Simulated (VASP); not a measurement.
Cu: single point with LDA

System: Cu, a slab with vacuum.

```
Cu
1.0
     2.48737    0.00000    0.00000
    -1.24369    2.15413    0.00000
     0.00000    0.00000   24.12370
Cu
5
Direct
  0.83333 0.16667 0.33261
  0.16667 0.83333 0.41587
  0.50000 0.50000 0.50000
  0.83333 0.16667 0.58413
  0.16667 0.83333 0.66739
```

```json
{"Program": "VASP 6.6.1", "Task": "single point", "Functional": "LDA", "Potentials or basis": "VASP PAW LDA potentials, release 64 (Cu)", "Cutoff": "520 eV", "k mesh": "19 × 19 × 1", "Occupations": "fermi-dirac, width 0.05 eV", "Spin": "no spin polarisation"}
```

```yaml
Largest_force: 0.031 eV/Å
Band_gap_on_the_k_mesh: zero (an odd number of electrons rules out a gap without spin polarisation)
```

Forces in eV/Å, atoms in the order of the input:
```
Cu   0.000  0.000 -0.031
Cu   0.000  0.000  0.003
Cu   0.000  0.000  0.000
Cu   0.000  0.000 -0.003
Cu   0.000  0.000  0.031
```

Levels at points of the mesh, in eV from the Fermi level:
| k point | band 26 | band 27 | band 28 | band 29 | band 30 | band 31 |
| --- | --- | --- | --- | --- | --- | --- |
| (0.00, 0.00, 0.00) | -1.73 | -1.73 | -1.65 | -1.65 | -1.06 | -0.38 |

Run time: 3.9 min on 1 thread of Intel(R) Xeon(R) Platinum 8488C (Sapphire Rapids), on a shared host, peak memory 0.26 GiB.
